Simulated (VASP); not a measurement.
Crystal: CsPbBr3.

```
Pb Cs Br
1.0
     5.87000    0.00000    0.00000
     0.00000    5.87000    0.00000
     0.00000    0.00000    5.87000
Pb Cs Br
1 1 3
Cartesian
  2.9350 2.9350 2.9350
  0.0000 0.0000 0.0000
  2.9350 2.9350 0.0000
  2.9350 0.0000 2.9350
  0.0000 2.9350 2.9350
```

Base run:

* Program: VASP 6.6.1
* Functional: PBEsol
* Potentials or basis: VASP PAW PBE potentials, release 64 (Pb_d, Cs_sv, Br)
* Cutoff: 520 eV
* k mesh: 4 × 4 × 4
* Occupations: gaussian, width 0.01 eV
* Spin: no spin polarisation

Its results: band gap on the k mesh 1.42 eV; pressure 0.1 GPa.

Question: The run is repeated on the same cell with these changes: functional from PBEsol to r2SCAN; further incar settings from ALGO = Normal; EDIFF = 1e-06; NBANDS = 30 to ALGO = Normal; EDIFF = 1e-07; NBANDS = 30. What comes out?

Answer: Band gap on the k mesh 1.90 eV; pressure 0.9 GPa.

Caveats: the PAW data sets were made with another functional, which shifts forces and pressure a little; spin-orbit coupling is left out, which moves the levels of the heavy elements.

A k mesh can miss the band edges.
